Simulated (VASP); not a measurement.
# ZnO (wurtzite type) (P6_3mc) in VASP: a series of runs

Aim: see how the results for ZnO (wurtzite type) move with the level of theory and the settings. Levels: PBE, PBEsol. Tasks: electric field gradients.

All numbers are computed with VASP 6.6.1; they aren't measurements. Logs are shortened: lines on timing, memory, paths and dates and some standing lists are left out, and cuts for length are marked.

### Step 1. The cell of the first run

It takes space group P6_3mc (No. 186, hexagonal). Conventional cell: a = 3.279 Å, b = 3.279 Å, c = 5.294 Å, α = 90.00°, β = 90.00°, γ = 120.00°. Zn (site symmetry 3m) has 4 O at 2.00 to 2.01 Å within 2.6 Å. O (site symmetry 3m) has 4 Zn at 2.00 to 2.01 Å within 2.6 Å.

### Step 2. Electric field gradients, PBE

Input file INCAR:

```
PREC     = Accurate       # precision mode
ENCUT    = 520            # plane-wave cutoff, eV
EDIFF    = 1E-8           # SCF threshold, eV
ISMEAR   = -1             # smearing method
SIGMA    = 0.08           # smearing width, eV
LREAL    = F              # projectors in reciprocal space
LASPH    = T              # aspherical terms in the spheres
NELM     = 80             # most SCF steps
ALGO     = Normal         # electronic algorithm
ISIF     = 2              # what is computed and relaxed
LWAVE    = F              # write WAVECAR
LCHARG   = F              # write CHGCAR
GGA      = PE             # functional
LEFG     = T            
NBANDS   = 26             # bands
```

Input file KPOINTS:

```
Automatic mesh
0
Gamma
  12 12 7
```

Input file POSCAR:

```
ZnO
1.0
    3.2792607755      0.0000000000      0.0000000000
   -1.6396303878      2.8399231372      0.0000000000
    0.0000000000      0.0000000000      5.2938673460
Zn O
2 2
Direct
    0.3333333333      0.6666666667     -0.0015194259
    0.6666666667      0.3333333333      0.4984805741
    0.3333333333      0.6666666667      0.3775194259
    0.6666666667      0.3333333333      0.8775194259
```

Potentials or basis: VASP PAW PBE potentials, release 64 (Zn, O).

Launch:

```console
> cat potpaw_PBE.64/Zn/POTCAR potpaw_PBE.64/O/POTCAR > POTCAR
> mpirun -np 1 vasp_std > vasp.out
```

OUTCAR:

```text
PREC = Accurate
   ENCUT = 520
   EDIFF = 1E-8
   ISMEAR = -1
   LREAL = F
   LASPH = T
   NELM = 80
   ISIF = 2
   GGA = PE

 ion  position               nearest neighbor table
   1  0.333  0.667  0.998-   4 2.00   4 2.00   4 2.00   3 2.01
   2  0.667  0.333  0.498-   3 2.00   3 2.00   3 2.00   4 2.01
   3  0.333  0.667  0.378-   2 2.00   2 2.00   2 2.00   1 2.01
   4  0.667  0.333  0.878-   1 2.00   1 2.00   1 2.00   2 2.01

  LATTYP: Found a hexagonal cell.
 ALAT       =     3.2792607755
 C/A-ratio  =     1.6143477779

  Lattice vectors:

 A1 = (   3.2792607755,   0.0000000000,   0.0000000000)
 A2 = (  -1.6396303878,   2.8399231372,   0.0000000000)
 A3 = (   0.0000000000,   0.0000000000,   5.2938673460)

Analysis of symmetry for initial positions (statically):
=====================================================================
 Subroutine PRICEL returns:
 Original cell was already a primitive cell.

 Routine SETGRP: Setting up the symmetry group for a
 hexagonal supercell.

 Subroutine GETGRP returns: Found 12 space group operations
 (whereof  6 operations were pure point group operations)
 out of a pool of 24 trial point group operations.

The static configuration has the point symmetry C_3v.
 The point group associated with its full space group is C_6v.

Analysis of symmetry for dynamics (positions and initial velocities):
=====================================================================
 Subroutine PRICEL returns:
 Original cell was already a primitive cell.

 Routine SETGRP: Setting up the symmetry group for a
 hexagonal supercell.

 Subroutine GETGRP returns: Found 12 space group operations
 (whereof  6 operations were pure point group operations)
 out of a pool of 24 trial point group operations.

The dynamic configuration has the point symmetry C_3v.
 The point group associated with its full space group is C_6v.

 Subroutine INISYM returns: Found 12 space group operations
 (whereof  6 operations are pure point group operations),
 and found     1 'primitive' translations

----------------------------------------------------------------------------------------

                                     Primitive cell

  volume of cell :      49.3010

  direct lattice vectors                    reciprocal lattice vectors
     3.279260776  0.000000000  0.000000000     0.304946776  0.176061103  0.000000000
    -1.639630388  2.839923137  0.000000000     0.000000000  0.352122206  0.000000000
     0.000000000  0.000000000  5.293867346     0.000000000  0.000000000  0.188897820

  length of vectors
     3.279260776  3.279260776  5.293867346     0.352122206  0.352122206  0.188897820

  position of ions in fractional coordinates (direct lattice)
     0.333333333  0.666666667  0.998480574
     0.666666667  0.333333333  0.498480574
     0.333333333  0.666666667  0.377519426
     0.666666667  0.333333333  0.877519426

  ion indices of the primitive-cell ions
   primitive index   ion index
                 1           1
                 2           2
                 3           3
                 4           4

----------------------------------------------------------------------------------------

 KPOINTS: Automatic mesh

Automatic generation of k-mesh.
 Grid dimensions read from file:
 generate k-points for:   12   12    7

 Generating k-lattice:

  Cartesian coordinates                     Fractional coordinates (reciprocal lattice)
     0.025412231  0.014671759  0.000000000     0.083333333  0.000000000  0.000000000
     0.000000000  0.029343517  0.000000000     0.000000000  0.083333333  0.000000000
     0.000000000  0.000000000  0.026985403     0.000000000  0.000000000  0.142857143

  Length of vectors
     0.029343517  0.029343517  0.026985403

  Shift w.r.t. Gamma in fractional coordinates (k-lattice)
     0.000000000  0.000000000  0.000000000

 Subroutine IBZKPT returns following result:
 ===========================================

 Found     76 irreducible k-points:

 Following reciprocal coordinates:
            Coordinates               Weight
  0.000000  0.000000  0.000000      1.000000
  0.083333 -0.000000  0.000000      6.000000
  0.166667 -0.000000  0.000000      6.000000
  0.250000  0.000000  0.000000      6.000000
  0.333333  0.000000  0.000000      6.000000
  0.416667  0.000000  0.000000      6.000000
[... 16 lines left out ...]
  0.250000  0.000000  0.142857     12.000000
  0.333333  0.000000  0.142857     12.000000
 [... further k-points ...]
   k-points           NKPTS =     76   k-points in BZ     NKDIM =     76   number of bands    NBANDS=     26
   number of dos      NEDOS =    301   number of ions     NIONS =      4
   total plane-waves  NPLWV =  23040
   dimension x,y,z NGX =    24 NGY =   24 NGZ =   40
   dimension x,y,z NGXF=    48 NGYF=   48 NGZF=   80
   ions per type =               2   2
   NGX,Y,Z   is equivalent  to a cutoff of  12.17, 12.17, 12.56 a.u.
   NGXF,Y,Z  is equivalent  to a cutoff of  24.33, 24.33, 25.12 a.u.
 SYSTEM =  unknown system
   PREC   = accura    normal or accurate (medium, high low for compatibility)
   ISTART =      0    job   : 0-new  1-cont  2-samecut
   ICHARG =      2    charge: 1-file 2-atom 10-const
   ISPIN  =      1    spin polarized calculation?
   LNONCOLLINEAR =      F non collinear calculations
   LSORBIT =      F    spin-orbit coupling
   LASPH  =      T    aspherical Exc in radial PAW
   ENCUT  =  520.0 eV  38.22 Ry    6.18 a.u.   6.10  6.10  9.84*2*pi/ulx,y,z
   NELM   =     80;   NELMIN=  2; NELMDL= -5     # of ELM steps
   EDIFF  = 0.1E-07   stopping-criterion for ELM
   LREAL  =      F    real-space projection
   EDIFFG = 0.1E-06   stopping-criterion for IOM
   NSW    =      0    number of steps for IOM
   IBRION =     -1    ionic relax: 0-MD 1-quasi-New 2-CG
   NFREE  =      0    steps in history (QN), initial steepest desc. (CG)
   ISIF   =      2    stress and relaxation
   ISYM   =      2    0-nonsym 1-usesym 2-fastsym
   POTIM  = 0.5000    time-step for ionic-motion
   TEBEG  =    0.0;   TEEND  =   0.0 temperature during run
   PSTRESS=    0.0 pullay stress
   NELECT =      36.0000    total number of electrons
   NUPDOWN=      -1.0000    fix difference up-down
   EMIN   =  10.00;   EMAX   =-10.00  energy-range for DOS
   EFERMI =   0.00;   METHOD = LEGACY
   ISMEAR =    -1;   SIGMA  =   0.08  broadening in eV -4-tet -1-fermi 0-gaus
   EFERMI_NEDOS =   21; number of points for ismear=-14 and -15
   IALGO  =     38    algorithm
   IMIX   =      4    mixing-type and parameters
     AMIX     =   0.40;   BMIX     =  1.00
     AMIX_MAG =   1.60;   BMIX_MAG =  1.00
  volume/ion in A,a.u.               =      12.33        83.17
  Fermi-wavevector in a.u.,A,eV,Ry     =   1.474202  2.785839 29.569173  2.173273
  Thomas-Fermi vector in A             =   2.589002
   LORBIT       =      0    0 simple, 1 ext, 2 COOP (PROOUT), +10 PAW based schemes
   GGA     = PE    functional components
   LHFCALC =     F    Hartree Fock is set to
   AEXX    =    0.0000 exact exchange contribution
   IVDW    =     0    specifies the selected vdW correction
   LEPSILON=     F    determine dielectric tensor
   LRPA    =     F    only Hartree local field effects (RPA)
 non-spin polarized calculation
  energy-cutoff  :      520.00
  volume of cell :       49.30
 maximum number of plane-waves:      1350
   NGX = 13   NGY = 13   NGZ = 19

 number of electron      36.0000037 magnetization

 Free energy of the ion-electron system (eV)
  ---------------------------------------------------
  ext. energy  EPLUGINS =         0.00000000
  ---------------------------------------------------
  free energy    TOTEN  =       -17.86104318 eV

  energy without entropy =      -17.86094078  energy(sigma->0) =      -17.86099198

 E-fermi :   1.3875     XC(G=0): -10.7258

 val. band max:        0.8953247437   @ k =   0.0000   0.0000   0.0000
 cond. band min:       1.6230648990   @ k =   0.0000   0.0000   0.0000
 fundamental gap:      0.7277401553
 Fermi energy:         1.3874727354

 k-point     1 :       0.0000    0.0000    0.0000
  band No.  band energies     occupation
      1     -16.9233      2.00000
      2     -16.2560      2.00000
      3      -4.6419      2.00000
      4      -4.6418      2.00000
      5      -4.6029      2.00000
      6      -4.4884      2.00000
[... 18 lines left out ...]
     25      14.8285      0.00000
     26      14.8285      0.00000
[... 644 lines left out ...]
      4      -4.6380      2.00000
      5      -4.4273      2.00000
      6      -4.2593      2.00000
[... 18 lines left out ...]
     25      14.1219      0.00000
     26      14.7005      0.00000

 [... further k-points ...]
[... 5 lines left out ...]
  --------------------------------------------------------------------------------------
  -------------------------------------------------------------------------------------
  Total        0.2808921      0.2808921      0.2772836     -0.0000000      0.0000000      0.0000000
  in kB        9.1283969      9.1283969      9.0111278     -0.0000000      0.0000000      0.0000000
  external PRESSURE =       9.0893072 kB  Pullay stress =       0.0000000 kB

 VOLUME and BASIS-vectors are now :
 -----------------------------------------------------------------------------
  energy-cutoff  :      520.00
  volume of cell :       49.30
      direct lattice vectors                 reciprocal lattice vectors
     3.279260776  0.000000000  0.000000000     0.304946776  0.176061103  0.000000000
    -1.639630388  2.839923137  0.000000000     0.000000000  0.352122206  0.000000000
     0.000000000  0.000000000  5.293867346     0.000000000  0.000000000  0.188897820

 POSITION                                       TOTAL-FORCE (eV/Angst)
 -----------------------------------------------------------------------------------
     -0.00000      1.89328      5.28582         0.000000     -0.000000      0.001102
      1.63963      0.94664      2.63889        -0.000000     -0.000000      0.001102
     -0.00000      1.89328      1.99854         0.000000     -0.000000     -0.001102
      1.63963      0.94664      4.64547        -0.000000      0.000000     -0.001102
 -----------------------------------------------------------------------------------
    total drift:                               -0.000001     -0.000001      0.000438

  FREE ENERGIE OF THE ION-ELECTRON SYSTEM (eV)
  ---------------------------------------------------
  free  energy   TOTEN  =       -17.8610431832 eV

  energy  without entropy=      -17.8609407799  energy(sigma->0) =      -17.86099198

 Electric field gradients (V/A^2)
---------------------------------------------------------------------
 ion       V_xx      V_yy      V_zz      V_xy      V_xz      V_yz
---------------------------------------------------------------------
   1      -2.109    -2.107     4.217     0.002    -0.000     0.000
   2      -2.109    -2.107     4.217     0.002     0.000    -0.000
   3       0.496     0.491    -0.987    -0.004    -0.000     0.000
   4       0.496     0.491    -0.987    -0.004     0.000    -0.000
---------------------------------------------------------------------

 Electric field gradients after diagonalization (V/A^2)
 (convention: |V_zz| > |V_xx| > |V_yy|)
----------------------------------------------------------------------
 ion       V_xx      V_yy      V_zz     asymmetry (V_yy - V_xx)/ V_zz
----------------------------------------------------------------------
   1      -2.110    -2.107     4.217       0.001
   2      -2.110    -2.107     4.217       0.001
   3       0.499     0.489    -0.987       0.010
   4       0.499     0.489    -0.987       0.010
----------------------------------------------------------------------

           NMR quadrupolar parameters

 Cq : quadrupolar parameter    Cq=e*Q*V_zz/h
 eta: asymmetry parameters     (V_yy - V_xx)/ V_zz
 Q  : nuclear electric quadrupole moment in mb (millibarn)
----------------------------------------------------------------------
 ion       Cq(MHz)       eta       Q (mb)
----------------------------------------------------------------------
   1       0.010       0.001       1.000
   2       0.010       0.001       1.000
   3      -0.002       0.010       1.000
   4      -0.002       0.010       1.000
----------------------------------------------------------------------
```

Run time: 69 s. Hardware: 1 thread of Intel Xeon 6975P-C (Granite Rapids), shared host; peak memory 0.2 GiB.

What came out:

* Free energy: -17.8610 eV
* Pressure: 0.9 GPa
* Band gap on the k mesh: 0.73 eV
* Largest electric field gradient by atom: Zn +4.2; O -1.0 V/Å²

Levels at points of the mesh, in eV from the valence-band top:
```tsv
k point	band 16	band 17	band 18	band 19	band 20	band 21
(0.00, 0.00, 0.00)	-0.08	0.00	0.00	0.73	5.09	8.07
(0.50, 0.00, 0.00)	-2.15	-1.23	-0.79	5.62	6.82	7.52
```

Electric field gradients, principal values (V/Å²):
```csv
atom,least,middle,greatest (by size)
1 Zn,-2.107,-2.110,4.217
2 Zn,-2.107,-2.110,4.217
3 O,0.489,0.499,-0.987
4 O,0.489,0.499,-0.987
```

Caveat: without QUAD_EFG the Cq values of the log hold for a quadrupole moment of 1 mb, not for the nuclei.

[end of part 1 of 2]
